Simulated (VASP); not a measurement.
# ZnAg2S2 (P-3m1) in VASP: relaxation of cell and atoms with PBE

Aim: the relaxation of cell and atoms of ZnAg2S2 with PBE.

Program: VASP 6.6.1. These are calculated values, not measurements. Logs are shortened: lines on timing, memory, paths and dates and some standing lists are left out, and cuts for length are marked.

## (1) The cell of the first run

Symmetry: P-3m1, No. 164, trigonal system. The conventional cell has a = 3.823 Å, b = 3.823 Å, c = 6.567 Å, α = 90.00°, β = 90.00°, γ = 120.00°. Zn (site symmetry -3m) has 6 S at 2.83 Å and 6 Ag at 3.19 Å and 6 Zn at 3.82 Å within 3.9 Å. Within 3.0 Å of Ag (site symmetry 3m) lie 4 S at 2.27 to 2.49 Å and 3 Ag at 2.96 Å. S (site symmetry 3m) has 4 Ag at 2.27 to 2.49 Å and 3 Zn at 2.83 Å within 3.0 Å.

The cell was built from a structure type or drawn by symmetry, and may not be a known phase.

## (2) Relaxation of cell and atoms, PBE

The input, INCAR:

```
  ALGO = Normal
  EDIFF = 1E-7
  EDIFFG = -0.04
  ENCUT = 600
  GGA = PE
  IBRION = 2
  ISIF = 3
  ISMEAR = 0
  LASPH = True
  LCHARG = False
  LREAL = False
  LWAVE = False
  NELM = 100
  NSW = 90
  PREC = Accurate
  SIGMA = 0.1
```

The input, KPOINTS:

```
k-points
0
Gamma
  6 6 4
```

The input, POSCAR:

```
ZnAg2S2
1.0
    3.8232058300      0.0000000000      0.0000000000
   -1.9116029100      3.3109933700      0.0000000000
    0.0000000000      0.0000000000      6.5666732800
Zn Ag S
1 2 2
Direct
    0.0000000000      0.0000000000      0.0000000000
    0.6666666700      0.3333333300      0.3500089900
    0.3333333300      0.6666666700      0.6499910100
    0.3333333300      0.6666666700      0.2700800000
    0.6666666700      0.3333333300      0.7299200000
```

Potentials or basis: VASP PAW PBE potentials, release 64 (Zn, Ag, S).

Launch:

```sh
$ cat potpaw_PBE.64/Zn/POTCAR potpaw_PBE.64/Ag/POTCAR potpaw_PBE.64/S/POTCAR > POTCAR
$ mpirun -np 1 vasp_std > vasp.out
```

OUTCAR:

```text
EDIFF = 1E-7
   EDIFFG = -0.04
   ENCUT = 600
   GGA = PE
   IBRION = 2
   ISIF = 3
   ISMEAR = 0
   LASPH = True
   LREAL = False
   NELM = 100
   NSW = 90
   PREC = Accurate

 ion  position               nearest neighbor table
   1  0.000  0.000  0.000-   4 2.83   5 2.83   4 2.83   5 2.83   5 2.83   4 2.83   2 3.19   3 3.19
                             3 3.19   2 3.19   3 3.19   2 3.19
   2  0.667  0.333  0.350-   4 2.27   4 2.27   4 2.27   5 2.49   3 2.96   3 2.96   3 2.96   1 3.19
                             1 3.19   1 3.19
   3  0.333  0.667  0.650-   5 2.27   5 2.27   5 2.27   4 2.49   2 2.96   2 2.96   2 2.96   1 3.19
                             1 3.19   1 3.19
   4  0.333  0.667  0.270-   2 2.27   2 2.27   2 2.27   3 2.49   1 2.83   1 2.83   1 2.83
   5  0.667  0.333  0.730-   3 2.27   3 2.27   3 2.27   2 2.49   1 2.83   1 2.83   1 2.83

  LATTYP: Found a hexagonal cell.
 ALAT       =     3.8232058300
 C/A-ratio  =     1.7175829845

  Lattice vectors:

 A1 = (   3.8232058300,   0.0000000000,   0.0000000000)
 A2 = (  -1.9116029100,   3.3109933700,   0.0000000000)
 A3 = (   0.0000000000,   0.0000000000,   6.5666732800)

Analysis of symmetry for initial positions (statically):
=====================================================================
 Subroutine PRICEL returns:
 Original cell was already a primitive cell.

 Routine SETGRP: Setting up the symmetry group for a
 hexagonal supercell.

 Subroutine GETGRP returns: Found 12 space group operations
 (whereof 12 operations were pure point group operations)
 out of a pool of 24 trial point group operations.

The static configuration has the point symmetry D_3d.

Analysis of symmetry for dynamics (positions and initial velocities):
=====================================================================
 Subroutine PRICEL returns:
 Original cell was already a primitive cell.

 Routine SETGRP: Setting up the symmetry group for a
 hexagonal supercell.

 Subroutine GETGRP returns: Found 12 space group operations
 (whereof 12 operations were pure point group operations)
 out of a pool of 24 trial point group operations.

The dynamic configuration has the point symmetry D_3d.

 Subroutine INISYM returns: Found 12 space group operations
 (whereof 12 operations are pure point group operations),
 and found     1 'primitive' translations

----------------------------------------------------------------------------------------
[... 91 lines left out ...]
   ICHARG =      2    charge: 1-file 2-atom 10-const
   ISPIN  =      1    spin polarized calculation?
   LNONCOLLINEAR =      F non collinear calculations
   LSORBIT =      F    spin-orbit coupling
   LASPH  =      T    aspherical Exc in radial PAW
   ENCUT  =  600.0 eV  44.10 Ry    6.64 a.u.   7.64  7.64 13.12*2*pi/ulx,y,z
   NELM   =    100;   NELMIN=  2; NELMDL= -5     # of ELM steps
   EDIFF  = 0.1E-06   stopping-criterion for ELM
   LREAL  =      F    real-space projection
   EDIFFG = -.4E-01   stopping-criterion for IOM
   NSW    =     90    number of steps for IOM
   IBRION =      2    ionic relax: 0-MD 1-quasi-New 2-CG
   NFREE  =      1    steps in history (QN), initial steepest desc. (CG)
   ISIF   =      3    stress and relaxation
   ISYM   =      2    0-nonsym 1-usesym 2-fastsym
   POTIM  = 0.5000    time-step for ionic-motion
   TEBEG  =    0.0;   TEEND  =   0.0 temperature during run
   PSTRESS=    0.0 pullay stress
   NELECT =      46.0000    total number of electrons
   NUPDOWN=      -1.0000    fix difference up-down
   EMIN   =  10.00;   EMAX   =-10.00  energy-range for DOS
   EFERMI =   0.00;   METHOD = LEGACY
   ISMEAR =     0;   SIGMA  =   0.10  broadening in eV -4-tet -1-fermi 0-gaus
   EFERMI_NEDOS =   21; number of points for ismear=-14 and -15
   IALGO  =     38    algorithm
   IMIX   =      4    mixing-type and parameters
     AMIX     =   0.40;   BMIX     =  1.00
     AMIX_MAG =   1.60;   BMIX_MAG =  1.00
  volume/ion in A,a.u.               =      16.62       112.19
  Fermi-wavevector in a.u.,A,eV,Ry     =   1.344055  2.539895 24.578697  1.806483
  Thomas-Fermi vector in A             =   2.472079
   LORBIT       =      0    0 simple, 1 ext, 2 COOP (PROOUT), +10 PAW based schemes
   GGA     = PE    functional components
   LHFCALC =     F    Hartree Fock is set to
   AEXX    =    0.0000 exact exchange contribution
   IVDW    =     0    specifies the selected vdW correction
   LEPSILON=     F    determine dielectric tensor
   LRPA    =     F    only Hartree local field effects (RPA)
 conjugate gradient relaxation of ions
 non-spin polarized calculation
 Gauss-broadening in eV      SIGMA  =   0.10
  energy-cutoff  :      600.00
  volume of cell :       83.12
 maximum number of plane-waves:      2798
 NGX is ok and might be reduce to    32
   NGX = 15   NGY = 15   NGZ = 27

--------------------------------------- Ionic step        1  -------------------------------------------

 number of electron      46.0000006 magnetization

 Free energy of the ion-electron system (eV)
  ---------------------------------------------------
  ext. energy  EPLUGINS =         0.00000000
  ---------------------------------------------------
  free energy    TOTEN  =       -12.56657824 eV

  energy without entropy =      -12.55742618  energy(sigma->0) =      -12.56200221

------------------------ aborting loop because EDIFF is reached ----------------------------------------

  FORCE on cell =-STRESS in cart. coord.  units (eV):
  Direction    XX          YY          ZZ          XY          YZ          ZX
  --------------------------------------------------------------------------------------
  -------------------------------------------------------------------------------------
  Total       17.0325032     17.0325031      8.5918847      0.0000000      0.0000000     -0.0000000
  in kB      328.2900052    328.2900046    165.6027791      0.0000005      0.0000000     -0.0000000
  external PRESSURE =     274.0609296 kB  Pullay stress =       0.0000000 kB
[... 1555 lines left out ...]
     26       7.5968      0.00000
     27      10.1536      0.00000

[... ionic steps 4 to 15 ...]

--------------------------------------- Ionic step       16  -------------------------------------------

 number of electron      45.9999988 magnetization

------------------------ aborting loop because EDIFF is reached ----------------------------------------
[... 73 lines left out ...]
--------------------------------------- Ionic step       18  -------------------------------------------

 number of electron      45.9999996 magnetization

 Free energy of the ion-electron system (eV)
  ---------------------------------------------------
  ext. energy  EPLUGINS =         0.00000000
  ---------------------------------------------------
  free energy    TOTEN  =       -15.41684934 eV

  energy without entropy =      -15.41507248  energy(sigma->0) =      -15.41596091

 E-fermi :   5.0885     XC(G=0): -10.7266

 val. band max:        5.0209762227   @ k =   0.5000  -0.0000   0.0000
 cond. band min:       5.6394967683   @ k =   0.0000   0.0000   0.2500
 fundamental gap:      0.6185205455
 Fermi energy:         5.0885088536
[... 750 lines left out ...]
  FREE ENERGIE OF THE ION-ELECTRON SYSTEM (eV)
  ---------------------------------------------------
  free  energy   TOTEN  =       -15.4168493375 eV

  energy  without entropy=      -15.4150724831  energy(sigma->0) =      -15.41596091

 reached required accuracy - stopping structural energy minimisation
```

CONTCAR:

```text
ZnAg2S2
   1.00000000000000
     3.9046190231371458   -0.0000000000049138   -0.0000000000000000
    -1.9523095064663563    3.3814992634099892    0.0000000000000000
     0.0000000000000000   -0.0000000000000000    7.0302901999042566
  Zn              Ag              S
     1     2     2
Direct
     0.0000000000000000    0.0000000000000000    0.0000000000000000
     0.6666666699999979    0.3333333300000021    0.3828300797644733
     0.3333333300000021    0.6666666699999979    0.6171699202355266
     0.3333333300000021    0.6666666699999979    0.1910828661619596
     0.6666666699999979    0.3333333300000021    0.8089171338380405

  0.00000000E+00  0.00000000E+00  0.00000000E+00
  0.00000000E+00  0.00000000E+00  0.00000000E+00
  0.00000000E+00  0.00000000E+00  0.00000000E+00
  0.00000000E+00  0.00000000E+00  0.00000000E+00
  0.00000000E+00  0.00000000E+00  0.00000000E+00
```

Run time: 9.7 min. Hardware: 1 thread of Intel Xeon Platinum 8488C (Sapphire Rapids), shared host; peak memory 0.28 GiB.

What came out:

```yaml
Free_energy: -15.4168 eV
Relaxed_volume: 18.56 Å³/atom
Relaxed_cell: a = 3.905 Å, b = 3.905 Å, c = 7.030 Å, α = 90.00°, β = 90.00°, γ = 120.00°
Space_group_after_relaxing_to_0.1_Å: P-3m1 (No. 164)
Energy_gained_by_relaxing: 570.1 meV/atom
Ionic_steps: 18
Pressure_after_relaxing: 0.1 GPa
Largest_force_after_relaxing: 0.025 eV/Å
Band_gap_on_the_k_mesh: zero (bands 23 and 24 overlap by 0.20 eV)
```

Forces on the atoms (eV/Å):
```
Zn   0.000  0.000  0.000
Ag   0.000  0.000 -0.004
Ag   0.000  0.000  0.004
S    0.000  0.000  0.025
S    0.000  0.000 -0.025
```

Stress tensor (GPa, compression positive):
```
0.00 0.00 0.00
0.00 0.00 0.00
0.00 0.00 0.23
```

Step by step:
```tsv
step	energy change (eV)	largest force (eV/Å)	pressure (GPa)	volume (Å³)
1	0.0000	3.6191	27.41	83.12
2	-1.4624	0.3940	-8.04	122.03
3	-1.9350	1.1425	-1.85	105.19
4	-2.0996	1.1539	-1.66	102.90
5	-2.4928	0.7985	-0.23	96.15
6	-2.0124	1.2217	10.50	83.19
7	-2.5371	0.6243	1.51	92.93
8	-2.5449	0.3981	2.82	90.68
9	-2.6066	0.3955	-0.51	93.70
10	-2.6101	0.3945	0.04	93.12
11	-2.6882	0.3557	-0.32	93.54
12	-2.8315	0.0601	-0.98	94.39
13	-2.8388	0.1009	-1.06	94.55
14	-2.8391	0.0697	-1.05	94.51
15	-2.8330	0.1414	1.96	90.84
16	-2.8452	0.0986	0.14	92.97
17	-2.8484	0.0505	0.10	92.91
18	-2.8503	0.0252	0.08	92.82
```

Final structure:
```xyz
5
Lattice="3.9046 0.0000 0.0000 -1.9523 3.3815 0.0000 0.0000 0.0000 7.0303" Properties=species:S:1:pos:R:3 pbc="T T T"
Zn    0.0000    0.0000    0.0000
Ag    1.9523    1.1272    2.6914
Ag    0.0000    2.2543    4.3389
S     0.0000    2.2543    1.3434
S     1.9523    1.1272    5.6869
```
